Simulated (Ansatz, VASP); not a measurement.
**One calculation of Te, two programs**

```
Te
1.0
     2.35294    1.35847    1.67472
    -2.35294    1.35847    1.67472
     0.00000   -2.71695    1.67472
Te
1
Direct
  0.50000 0.50000 0.50000
```

Alike in both runs: task single point; functional PBE; k mesh 15 × 15 × 15; occupations gaussian, width 0.1 eV; no spin polarisation.

|  | VASP | Ansatz |
| --- | --- | --- |
| version | VASP 6.6.1 | Ansatz 0.2.0 |
| potentials or method | VASP PAW PBE potentials, release 64 (Te), cutoff 520 eV | scalar-relativistic, plane waves, PAW |
| valence electrons in the cell | 6 | 16 |

```csv
,VASP,Ansatz,Ansatz less VASP
gap on the k mesh at the Fermi level (eV),none,none,-
pressure (GPa),0.3,0.3,+0.05
"traceless stress, the component that is largest in VASP (GPa)",0.44,0.44,+0.003
```

A gap of «none» marks a metal or a gap that the smearing closes. The functional is the same, so the differences come from potentials, cutoffs and numerics. VASP's potentials hold 6 valence electrons a cell and Ansatz's 16, so a difference there can come from the potentials and not from the codes.

Spin-orbit coupling is off throughout.
